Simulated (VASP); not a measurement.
LaMg2Pb2, 5 atoms in the cell. The typed cell holds 5 atoms: a = 4.751 Å, b = 4.751 Å, c = 7.696 Å, α = 90.00°, β = 90.00°, γ = 120.00°. 

* Program: VASP 6.6.1
* Task: single point
* Functional: PBE
* Potentials or basis: VASP PAW PBE potentials, release 64 (La, Mg, Pb_d)
* Cutoff: 520 eV
* k mesh: 8 × 8 × 5
* Occupations: fermi-dirac, width 0.015 eV
* Spin: no spin polarisation
* Dipole correction: no
* Further INCAR settings: ALGO = Normal; EDIFF = 1e-06; NBANDS = 30

Potentials or basis: VASP PAW PBE potentials, release 64 (La, Mg, Pb_d).

Launch:

```console
$ cat potpaw_PBE.64/La/POTCAR potpaw_PBE.64/Mg/POTCAR potpaw_PBE.64/Pb_d/POTCAR > POTCAR
$ mpirun -np 1 vasp_std > vasp.out
```

Hardware: 1 thread of Intel(R) Xeon(R) Platinum 8375C CPU @ 2.90GHz (Ice Lake), on a shared host.

Task: How long does it take, and how much memory?

Result: Run time: 6.9 min on 1 thread of Intel(R) Xeon(R) Platinum 8375C CPU @ 2.90GHz (Ice Lake), on a shared host, peak memory 0.6 GiB. Counts: scf iterations 14, k points 93.
